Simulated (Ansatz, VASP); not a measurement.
# Two plane-wave programs on AlN

The input INCAR:

```
ALGO     = Normal         # electronic algorithm
EDIFF    = 1E-7           # SCF threshold, eV
EDIFFG   = -0.01          # ionic threshold
ENCUT    = 520            # plane-wave cutoff, eV
GGA      = CA             # functional
IBRION   = 2              # ionic algorithm
ISIF     = 2              # what is computed and relaxed
ISMEAR   = 0              # smearing method
LASPH    = T              # aspherical terms in the spheres
LCHARG   = F              # write CHGCAR
LREAL    = F              # projectors in reciprocal space
LWAVE    = F              # write WAVECAR
NELM     = 60             # most SCF steps
NSW      = 50             # ionic steps
PREC     = Accurate       # precision mode
SIGMA    = 0.05           # smearing width, eV
```

File KPOINTS:

```
k-points
0
Gamma
  9 9 6
```

The input POSCAR:

```
AlN
1.0
    3.0268000000      0.0000000000      0.0000000000
   -1.5134000000      2.6212856922      0.0000000000
    0.0000000000      0.0000000000      4.7458000000
Al N
2 2
Direct
    0.3333333333      0.6666666667      0.0015210172
    0.6666666667      0.3333333333      0.5015210172
    0.3333333333      0.6666666667      0.3834789828
    0.6666666667      0.3333333333      0.8834789828
```

Input for Ansatz:

```yaml
crystal:
  lattice:
    - [3.0268, 0.0, 0.0]
    - [-1.5134, 2.6212856922, 0.0]
    - [0.0, 0.0, 4.7458]
  atoms:
    - { symbol: Al, position: [0.3333333333, 0.6666666667, 0.0015210172] }
    - { symbol: Al, position: [0.6666666667, 0.3333333333, 0.5015210172] }
    - { symbol: "N", position: [0.3333333333, 0.6666666667, 0.3834789828] }
    - { symbol: "N", position: [0.6666666667, 0.3333333333, 0.8834789828] }
basis:
  ecutwfc: 520.0
kpoints:
  mp_grid: { grid: [9, 9, 6] }
hamiltonian:
  xc: lda
  pseudopotentials: { kind: paw, azcp: { folder: soft_1 } }
scf:
  occupations: { method: gaussian, width: 0.05 }
output:
  forces: true
  stress: true
  eigenvalues: true
relax:
  adjacent_minimum: "off"
  f_tol: 0.01
  max_steps: 30
```

Alike in both runs: task relaxation of the atoms; functional LDA; k mesh 9 × 9 × 6; occupations gaussian, width 0.05 eV; no spin polarisation.

|  | VASP | Ansatz |
| --- | --- | --- |
| version | VASP 6.6.1 | Ansatz 0.2.0 |
| potentials or method | VASP PAW LDA potentials, release 64 (Al, N), cutoff 520 eV | scalar-relativistic, plane waves, PAW |
| valence electrons in the cell | 16 | 16 |

|  | VASP | Ansatz | Ansatz less VASP |
| --- | --- | --- | --- |
| gap on the k mesh at the Fermi level, each at its own relaxed structure (eV) | 4.89 | 4.91 | +0.019 |

Ansatz warns that its potentials were made for another functional, while VASP's fit it. LDA's correlation is that of Perdew and Zunger in VASP and of Perdew and Wang (1992) in Ansatz. Ansatz's warnings: stress scf threshold loose.
